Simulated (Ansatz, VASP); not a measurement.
## MgO: VASP beside Ansatz

```xyz
2
Lattice="0.0000 2.0976 2.0976 2.0976 0.0000 2.0976 2.0976 2.0976 0.0000" Properties=species:S:1:pos:R:3 pbc="T T T"
Mg    0.0000    0.0000    0.0000
O     2.0976    2.0976    2.0976
```

Alike in both runs: task single point; functional r2SCAN; dispersion rVV10; k mesh 12 × 12 × 12; occupations fermi-dirac, width 0.03 eV; no spin polarisation.

```csv
,VASP,Ansatz
version,VASP 6.6.1,Ansatz 0.2.0
potentials or method,"VASP PAW PBE potentials, release 64 (Mg_sv, O)","plane waves, PAW"
plane-wave cutoff (eV),920,500
valence electrons in the cell,16,16
```

```tsv
	VASP	Ansatz	Ansatz less VASP
gap on the k mesh at the Fermi level (eV)	5.72	5.71	-0.016
pressure (GPa)	0.5	0.0	-0.48
```

VASP's potentials were made for PBE, not for r2SCAN.
